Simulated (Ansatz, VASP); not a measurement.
**Si in VASP and in Ansatz**

Contents of INCAR:

```
PREC = Accurate
ENCUT = 520
EDIFF = 1E-7
ISMEAR = 0
SIGMA = 0.15
LREAL = False
LASPH = True
NELM = 60
ALGO = Normal
ISIF = 2
LWAVE = False
LCHARG = False
GGA = PE
NBANDS = 26
```

The input KPOINTS:

```
regular mesh
0
Gamma
  10 10 10
```

File POSCAR:

```
Si
1.0
   -3.2981651188      3.2981651188      3.5742215392
    3.2981651188     -3.2981651188      3.5742215392
    3.2981651188      3.2981651188     -3.5742215392
Si
8
Direct
    0.2028545115      0.2028545115      0.2028545115
    0.5000000000      0.0000000000      0.2971454885
    0.2971454885      0.5000000000      0.0000000000
    0.0000000000      0.2971454885      0.5000000000
    0.7971454885      0.7971454885      0.7971454885
    0.5000000000      0.0000000000      0.7028545115
    0.7028545115      0.5000000000      0.0000000000
    0.0000000000      0.7028545115      0.5000000000
```

Input for Ansatz:

```yaml
crystal:
  lattice:
    - [-3.2981651188, 3.2981651188, 3.5742215392]
    - [3.2981651188, -3.2981651188, 3.5742215392]
    - [3.2981651188, 3.2981651188, -3.5742215392]
  atoms:
    - { symbol: Si, position: [0.2028545115, 0.2028545115, 0.2028545115] }
    - { symbol: Si, position: [0.5, 0.0, 0.2971454885] }
    - { symbol: Si, position: [0.2971454885, 0.5, 0.0] }
    - { symbol: Si, position: [0.0, 0.2971454885, 0.5] }
    - { symbol: Si, position: [0.7971454885, 0.7971454885, 0.7971454885] }
    - { symbol: Si, position: [0.5, 0.0, 0.7028545115] }
    - { symbol: Si, position: [0.7028545115, 0.5, 0.0] }
    - { symbol: Si, position: [0.0, 0.7028545115, 0.5] }
basis:
  ecutwfc: 420
kpoints:
  mp_grid: { grid: [10, 10, 10] }
hamiltonian:
  xc: pbe
  pseudopotentials: { kind: paw, azcp: { folder: soft_1 } }
scf:
  occupations: { method: gaussian, width: 0.15 }
output:
  forces: true
  stress: true
  eigenvalues: true
```

Alike in both runs: task single point; functional PBE; k mesh 10 × 10 × 10; occupations gaussian, width 0.15 eV; no spin polarisation.

|  | VASP | Ansatz |
| --- | --- | --- |
| version | VASP 6.6.1 | Ansatz 0.2.0 |
| potentials or method | VASP PAW PBE potentials, release 64 (Si), cutoff 520 eV | scalar-relativistic, plane waves, PAW |
| valence electrons in the cell | 32 | 32 |

```tsv
	VASP	Ansatz	Ansatz less VASP
gap on the k mesh at the Fermi level (eV)	none	none	-
pressure (GPa)	-4.2	-4.2	+0.05
traceless stress, the component that is largest in VASP (GPa)	-7.26	-7.24	+0.013
rms of the force components (eV/Å)	0.215	0.215	+0.0004
```

Atom by atom the forces differ by 0.001 eV/Å (rms over components). A gap of «none» marks a metal or a gap that the smearing closes.
